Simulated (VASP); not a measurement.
Input of a VASP 6.6.1 run:

INCAR

```
SYSTEM = ZnGa15O24
PREC = Accurate
ENCUT = 520
EDIFF = 1E-6
ISMEAR = 0
SIGMA = 0.02
LREAL = Auto
LASPH = .True.
NELM = 100
ALGO = Normal
ISIF = 2
LWAVE = .False.
LCHARG = .False.
GGA = PS
NBANDS = 202
NELECT = 352.0
```

The input KPOINTS:

```
Automatic mesh
0
Gamma
  2 2 2
  0.5 0.5 0.5
```

File POSCAR:

```
ZnGa15O24
1.0
    4.7582719443     -1.5236598588      5.6477888170
    6.1387134722      4.5709795765      0.0036360899
   -1.3804415279      6.0946394354      5.6441527271
Zn Ga O
1 15 24
Direct
    0.8538858201      0.8298389040      0.8411941597
    0.0978741622      0.5853029111      0.5875537255
    0.5996338498      0.0832801947      0.0853447574
    0.3484401010      0.3360694442      0.3351062497
    0.9011183144      0.4154830134      0.4141400900
    0.1518658087      0.1670795964      0.1626934088
    0.6536391533      0.6676262889      0.6640842937
    0.4036981291      0.9156140301      0.9124144483
    0.0321903369      0.7865220348      0.1706006137
    0.2851853449      0.5345118931      0.9180881801
    0.7843200217      0.0329414624      0.4201312091
    0.5335059870      0.2846452348      0.6712542426
    0.7153818087      0.4679189448      0.0773822035
    0.9673982366      0.2157011482      0.8289116853
    0.4660113490      0.7160236836      0.3297582166
    0.2166256125      0.9676083260      0.5793917557
    1.0053078263      0.0112126253      0.7420874109
    0.2509594841      0.7587515952      0.4946364457
    0.7519226063      0.2574001743      0.9942812045
    0.5002917386      0.5088869624      0.2434740867
    0.7496140192      0.2407586491      0.5063521730
    0.0017099814      0.9935899244      0.2565653270
    0.5019118805      0.4938986292      0.7540055337
    0.2471371751      0.7435901324      0.0045121124
    0.0902418801      0.5643480498      0.3471265552
    0.3385955431      0.3168059523      0.0991713263
    0.8420466252      0.8088910551      0.5888579338
    0.5765876252      0.0738677558      0.8537445839
    0.6516091571      0.6832301746      0.9012748929
    0.9119460289      0.4337038129      0.6498774851
    0.4087694210      0.9356041075      0.1536988651
    0.1615357433      0.1864298561      0.3997555995
    0.4316411849      0.9057989763      0.6773335792
    0.6773197925      0.6479191357      0.4327079801
    0.1780321266      0.1492775856      0.9333605906
    0.9271623038      0.4015421296      0.1816147866
    0.3225093954      0.3496265306      0.5664420848
    0.5703337915      0.1011459721      0.3184888521
    0.0783898283      0.5813547926      0.8191438566
    0.8136508058      0.8461983105      0.0834374948
```

Potentials or basis: VASP PAW PBE potentials, release 64 (Zn, Ga_d, O).

Launch:

```console
$ cat potpaw_PBE.64/Zn/POTCAR potpaw_PBE.64/Ga_d/POTCAR potpaw_PBE.64/O/POTCAR > POTCAR
$ mpirun -np 1 vasp_std > vasp.out
```

**Question.** Predict the largest force.

**Answer.** 0.066 eV/Å.

Forces in eV/Å, atoms in the order of the input:
```
Zn  -0.007  0.002 -0.031
Ga   0.012  0.015  0.007
Ga   0.014 -0.019  0.004
Ga   0.011  0.002  0.015
Ga  -0.004  0.001 -0.021
Ga  -0.009 -0.002 -0.021
Ga  -0.007 -0.011 -0.011
Ga   0.004  0.010 -0.012
Ga   0.007 -0.015  0.014
Ga   0.002  0.008  0.010
Ga  -0.009 -0.002 -0.004
Ga  -0.011  0.005 -0.001
Ga  -0.005 -0.001  0.008
Ga  -0.004  0.002  0.008
Ga   0.000  0.001  0.006
Ga  -0.007 -0.005  0.007
O    0.051  0.002 -0.002
O    0.007 -0.010  0.000
O    0.010  0.007  0.001
O    0.009 -0.004  0.002
O   -0.014  0.003 -0.008
O   -0.003 -0.007  0.002
O    0.004  0.003  0.001
O   -0.009  0.011 -0.004
O    0.021 -0.003 -0.014
O    0.013  0.002 -0.013
O    0.015  0.000 -0.011
O    0.010 -0.010 -0.002
O   -0.014  0.003 -0.005
O   -0.018  0.000  0.018
O   -0.021  0.004  0.014
O   -0.016 -0.001  0.016
O    0.006  0.000 -0.021
O    0.005  0.000 -0.025
O    0.005  0.004 -0.023
O    0.008  0.002 -0.010
O   -0.008 -0.003  0.014
O   -0.005  0.000  0.016
O   -0.023 -0.042  0.038
O   -0.022  0.049  0.038
```

Caveat: the cell carries a net charge on a neutralising background, which shifts energy and pressure; the PAW data sets were made with another functional, which shifts forces and pressure a little.
